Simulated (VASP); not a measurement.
A run of VASP 6.6.1 is set up as follows.

File INCAR:

```
  ALGO = Normal
  EDIFF = 1E-6
  EDIFFG = -0.01
  ENCUT = 600
  GGA = VW
  IBRION = 2
  ISIF = 3
  ISMEAR = -1
  LASPH = T
  LCHARG = F
  LREAL = F
  LWAVE = F
  NELM = 60
  NSW = 60
  PREC = Accurate
  SIGMA = 0.05
```

The input KPOINTS:

```
k-points
0
Gamma
  10 10 10
```

Contents of POSCAR:

```
BAs
1.0
    0.0000000000      2.3885000000      2.3885000000
    2.3885000000      0.0000000000      2.3885000000
    2.3885000000      2.3885000000      0.0000000000
As B
1 1
Direct
    0.7500000000      0.7500000000      0.7500000000
    0.0000000000      0.0000000000      0.0000000000
```

Potentials or basis: VASP PAW PBE potentials, release 64 (As, B).

Command:

```console
$ cat potpaw_PBE.64/As/POTCAR potpaw_PBE.64/B/POTCAR > POTCAR
$ mpirun -np 1 vasp_std > vasp.out
```

Task: Estimate the relaxed volume.

Result: 13.34 Å³/atom.

Task: What does it give for the relaxed cell?

Result: a = 3.354 Å, b = 3.354 Å, c = 3.354 Å, α = 60.00°, β = 60.00°, γ = 60.00°.

Final structure:
```
CELL_PARAMETERS angstrom
0.00000 2.37192 2.37192
2.37192 0.00000 2.37192
2.37192 2.37192 0.00000
ATOMIC_POSITIONS crystal
As 0.75000 0.75000 0.75000
B 0.00000 0.00000 0.00000
```

Caveat: the PAW data sets were made with another functional, which shifts forces and pressure a little.
